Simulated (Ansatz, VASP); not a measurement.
Given: the input of a run of Ansatz 0.2.0 on Te2Mo.

input.yaml

```yaml
crystal:
  lattice:
    - [3.5364957711, 0.0, 0.0]
    - [-1.7682478855, 3.0626951781, 0.0]
    - [0.0, 0.0, 24.644738843]
  atoms:
    - { symbol: Te, position: [0.3333333333, 0.6666666667, 0.22363948] }
    - { symbol: Te, position: [0.6666666667, 0.3333333333, 0.92062886] }
    - { symbol: Te, position: [0.6666666667, 0.3333333333, 0.77636052] }
    - { symbol: Te, position: [0.3333333333, 0.6666666667, 0.07937114] }
    - { symbol: Mo, position: [0.6666666667, 0.3333333333, 0.15154149] }
    - { symbol: Mo, position: [0.3333333333, 0.6666666667, 0.84845851] }
kpoints:
  mp_grid: { grid: [9, 9, 2] }
scf:
  occupations: { method: fermi_dirac, width: 0.05 }
hamiltonian:
  xc: lda
  pseudopotentials: { kind: all_electron, lapw: { basis_error: 0.002 } }
output:
  forces: true
  stress: true
  eigenvalues: true
```

Potentials or basis: all-electron LAPW, scalar-relativistic.

Command:

```bash
$ ansatz run input.yaml --threads 4 --pin off --max-ram 12288MiB --backend cpu --events-out ev --progress --plain --runs-dir out
```

Question: Set up the same calculation for VASP 6.6.1. Potentials there: VASP PAW LDA potentials, release 64 (Te, Mo_sv).

Answer: As run (the cutoff follows the program's own potentials):

INCAR

```
SYSTEM = Te2Mo
  ALGO = Normal
  EDIFF = 1E-6
  ENCUT = 520
  ISIF = 2
  ISMEAR = -1
  LASPH = .TRUE.
  LCHARG = .FALSE.
  LREAL = .FALSE.
  LWAVE = .FALSE.
  NBANDS = 35
  NELM = 60
  PREC = Accurate
  SIGMA = 0.05
```

KPOINTS

```
k-points
0
G
  9 9 2
  0 0 0
```

POSCAR

```
Te2Mo
1.0
    3.5364957711      0.0000000000      0.0000000000
   -1.7682478855      3.0626951781      0.0000000000
    0.0000000000      0.0000000000     24.6447388430
Te Mo
4 2
Direct
    0.3333333333      0.6666666667      0.2236394800
    0.6666666667      0.3333333333      0.9206288600
    0.6666666667      0.3333333333      0.7763605200
    0.3333333333      0.6666666667      0.0793711400
    0.6666666667      0.3333333333      0.1515414900
    0.3333333333      0.6666666667      0.8484585100
```

Potentials or basis: VASP PAW LDA potentials, release 64 (Te, Mo_sv).

The run is started by

```sh
$ cat potpaw_LDA.64/Te/POTCAR potpaw_LDA.64/Mo_sv/POTCAR > POTCAR
$ mpirun -np 1 vasp_std > vasp.out
```

Both were run:

|  | VASP | Ansatz | Ansatz less VASP |
| --- | --- | --- | --- |
| gap on the k mesh at the Fermi level (eV) | 1.05 | 1.05 | +0.001 |
| least direct gap on the mesh (eV) | 1.05 | 1.05 | +0.001 |
| rms of the force components (eV/Å) | 0.026 | 0.042 | +0.0155 |

LDA's correlation is that of Perdew and Zunger in VASP and of Perdew and Wang (1992) in Ansatz. Atom by atom the forces differ by 0.024 eV/Å (rms over components). Ansatz ran all-electron here, and VASP with PAW potentials.

Neither program's run includes spin-orbit coupling.
